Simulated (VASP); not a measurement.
Set up this calculation in VASP 6.6.1, as the native input.

```
Task                   : single point
Functional             : r2SCAN
Potentials or basis    : VASP PAW PBE potentials, release 64 (Re, Au, Br)
Cutoff                 : 520 eV
k mesh                 : 3 × 3 × 3
Occupations            : fermi-dirac, width 0.1 eV
Spin                   : no spin polarisation
Hubbard terms          : Re d U = 1.0 eV
Dipole correction      : no
Further INCAR settings : ALGO = Normal; EDIFF = 1e-06; NBANDS = 46
```

The system is ReAu2Br6.

```
Re Au Br
1.0
     6.81389    0.00000    0.00000
    -3.40695    5.90101    0.00000
    -3.40695    1.96700    5.78113
Re Au Br
1 2 6
Direct
  0.50000 0.50000 0.50010
  0.76570 0.23430 0.29700
  0.23430 0.76570 0.70300
  0.37217 0.26833 0.25641
  0.73167 0.84743 0.25641
  0.15257 0.62783 0.25641
  0.62783 0.73167 0.74359
  0.26833 0.15257 0.74359
  0.84743 0.37217 0.74359
```

One way to write it, as run:

POSCAR

```
ReAu2Br6
1.0
    6.8138920000      0.0000000000      0.0000000000
   -3.4069460000      5.9010090000      0.0000000000
   -3.4069460000      1.9670030000      5.7811260000
Re Au Br
1 2 6
Direct
    0.5000000000      0.5000000000      0.5001000000
    0.7657000000      0.2343000000      0.2970000000
    0.2343000000      0.7657000000      0.7030000000
    0.3721700000      0.2683300000      0.2564100000
    0.7316700000      0.8474300000      0.2564100000
    0.1525700000      0.6278300000      0.2564100000
    0.6278300000      0.7316700000      0.7435900000
    0.2683300000      0.1525700000      0.7435900000
    0.8474300000      0.3721700000      0.7435900000
```

INCAR.step1

```
ALGO = Normal
EDIFF = 1E-4
ENCUT = 520
GGA = PE
ISMEAR = -1
LASPH = True
LCHARG = False
LDAU = True
LDAUJ = 0 0 0
LDAUL = 2 -1 -1
LDAUTYPE = 2
LDAUU = 1 0 0
LMAXMIX = 4
LREAL = False
LWAVE = True
NBANDS = 46
NELM = 150
PREC = Accurate
SIGMA = 0.1
```

INCAR.step2

```
ALGO = Normal
EDIFF = 1E-6
ENCUT = 520
ISIF = 2
ISMEAR = -1
ISTART = 1
LASPH = True
LCHARG = False
LDAU = True
LDAUJ = 0 0 0
LDAUL = 2 -1 -1
LDAUPRINT = 1
LDAUTYPE = 2
LDAUU = 1 0 0
LMAXMIX = 4
LMIXTAU = True
LREAL = False
LWAVE = False
METAGGA = R2SCAN
NBANDS = 46
NELM = 150
PREC = Accurate
SIGMA = 0.1
```

KPOINTS

```
k-points
0
Gamma
  3 3 3
```

Potentials or basis: VASP PAW PBE potentials, release 64 (Re, Au, Br).

Command:

```sh
$ cat potpaw_PBE.64/Re/POTCAR potpaw_PBE.64/Au/POTCAR potpaw_PBE.64/Br/POTCAR > POTCAR
$ cp INCAR.step1 INCAR
$ mpirun -np 1 vasp_std > vasp.out
$ cp INCAR.step2 INCAR
$ mpirun -np 1 vasp_std > vasp.out
```

Results of the run:

- Pressure: 2.2 GPa
- Largest force: 0.861 eV/Å

Caveat: the k points lie up to 0.37 Å⁻¹ apart; the PAW data sets were made with another functional, which shifts forces and pressure a little; an odd number of electrons without spin polarisation forces a metal; a magnetic or distorted state may lie lower; U without spin polarisation on a metal has little footing.

It took 20 min on 1 thread of Oxide Virtual Turin-like Processor, with other jobs on the host, peak memory 0.46 GiB.
